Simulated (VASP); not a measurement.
Write the native input for VASP 6.6.1 that does the following.

| Property | Result |
| --- | --- |
| Task | single point |
| Functional | PBE |
| Potentials or basis | VASP PAW PBE potentials, release 64 (Ba_sv, Hg, I) |
| Cutoff | 520 eV |
| k mesh | 4 × 6 × 4 |
| Occupations | gaussian, width 0.02 eV |
| Spin | no spin polarisation |
| Dipole correction | no |
| Further INCAR settings | ALGO = Normal; EDIFF = 1e-07; NBANDS = 34 |

The structure of BaHgI4 lies in POSCAR:

```
BaHgI4
1.0
    7.7865808341      0.0000000000     -0.0559841323
    0.0000000000      4.7244157835      0.0000000000
   -0.0671892550      0.0000000000      8.2803959337
Ba Hg I
1 1 4
Direct
    0.0000000000      0.5000000000      0.5000000000
    0.0000000000      0.0000000000      0.0000000000
    0.2389088319      0.0000000000      0.3010959824
    0.7770656195      0.5000000000      0.1348940446
    0.2229343805      0.5000000000      0.8651059554
    0.7610911681      0.0000000000      0.6989040176
```

The cell was generated, and may not be a known phase.

One way to write it, as run:

INCAR

```
SYSTEM = BaHgI4
PREC = Accurate
ENCUT = 520
EDIFF = 1E-7
ISMEAR = 0
SIGMA = 0.02
LREAL = .False.
LASPH = .True.
NELM = 100
ALGO = Normal
ISIF = 2
LWAVE = .False.
LCHARG = .False.
GGA = PE
NBANDS = 34
```

KPOINTS

```
Automatic mesh
0
Gamma
  4 6 4
  0 0 0
```

Potentials or basis: VASP PAW PBE potentials, release 64 (Ba_sv, Hg, I).

Command:

```console
$ cat potpaw_PBE.64/Ba_sv/POTCAR potpaw_PBE.64/Hg/POTCAR potpaw_PBE.64/I/POTCAR > POTCAR
$ mpirun -np 1 vasp_std > vasp.out
```

Results of the run:

* Pressure: 0.1 GPa
* Largest force: 0.045 eV/Å
* Band gap on the k mesh: 1.27 eV (least direct gap 1.34 eV)

Caveat: spin-orbit coupling is left out, which moves the levels of the heavy elements.

Wall time 7.1 min on 1 thread of Intel(R) Xeon(R) Platinum 8488C (Sapphire Rapids) (shared host), peak memory 0.63 GiB.
